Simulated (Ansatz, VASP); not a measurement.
# One calculation of CdS, two programs

POSCAR

```
CdS
1.0
    4.1500000000      0.0000000000      0.0000000000
   -2.0750000000      3.5940054257      0.0000000000
    0.0000000000      0.0000000000      6.7370000000
Cd S
2 2
Direct
    0.3333333333      0.6666666667      0.0000000000
    0.6666666667      0.3333333333      0.5000000000
    0.3333333333      0.6666666667      0.3750000000
    0.6666666667      0.3333333333      0.8750000000
```

Contents of INCAR.step1:

```
SYSTEM = CdS
ALGO = Normal ; EDIFF = 1E-4
ENCUT = 600 ; GGA = PE
ISMEAR = 0 ; LASPH = .TRUE.
LCHARG = .FALSE. ; LREAL = .FALSE.
LWAVE = .TRUE. ; NELM = 100
PREC = Accurate ; SIGMA = 0.02
```

Contents of INCAR.step2:

```
SYSTEM = CdS
ALGO = Normal ; EDIFF = 1E-6
EDIFFG = -0.005 ; ENCUT = 600
IBRION = 2 ; ISIF = 3
ISMEAR = 0 ; ISTART = 1
LASPH = .TRUE. ; LCHARG = .FALSE.
LMIXTAU = .TRUE. ; LREAL = .FALSE.
LWAVE = .FALSE. ; METAGGA = R2SCAN
NELM = 100 ; NSW = 100
PREC = Accurate ; SIGMA = 0.02
```

The input KPOINTS:

```
k-points
0
G
  9 9 4
  0 0 0
```

Input for Ansatz:

```yaml
crystal:
  lattice:
    - [4.15, 0.0, 0.0]
    - [-2.075, 3.5940054257, 0.0]
    - [0.0, 0.0, 6.737]
  atoms:
    - { symbol: Cd, position: [0.3333333333, 0.6666666667, 0.0] }
    - { symbol: Cd, position: [0.6666666667, 0.3333333333, 0.5] }
    - { symbol: S, position: [0.3333333333, 0.6666666667, 0.375] }
    - { symbol: S, position: [0.6666666667, 0.3333333333, 0.875] }
basis:
  ecutwfc: 500
kpoints:
  mp_grid: { grid: [9, 9, 4] }
hamiltonian:
  xc: r2scan
scf:
  occupations: { method: gaussian, width: 0.02 }
output:
  forces: true
  stress: true
  eigenvalues: true
  write_density: true
  write_potential: true
  elf: true
  volumetric_format: npy
relax:
  adjacent_minimum: "off"
  f_tol: 0.005
  max_steps: 80
  cell: { stress_tol: 0.05 }
```

Alike in both runs: task relaxation of cell and atoms; functional r2SCAN; k mesh 9 × 9 × 4; occupations gaussian, width 0.02 eV; no spin polarisation.

|  | VASP | Ansatz |
| --- | --- | --- |
| version | VASP 6.6.1 | Ansatz 0.2.0 |
| potentials or method | VASP PAW PBE potentials, release 64 (Cd, S), cutoff 600 eV | scalar-relativistic, plane waves, PAW |
| valence electrons in the cell | 36 | 52 |

Ansatz gave:

```
gap on the k mesh at the Fermi level, each at its own relaxed structure (eV) : 1.63
relaxed volume (Å³/atom)                                                     : 25.40
relaxed cell length with the largest relative difference (Å)                 : 6.766
```

Q: Estimate VASP's values.

A: gap on the k mesh at the Fermi level, each at its own relaxed structure (eV): 1.62; relaxed volume (Å³/atom): 25.50; relaxed cell length with the largest relative difference (Å): 6.778.

VASP's potentials were made for PBE, not for r2SCAN. VASP's potentials hold 36 valence electrons a cell and Ansatz's 52, so a difference there can come from the potentials and not from the codes.
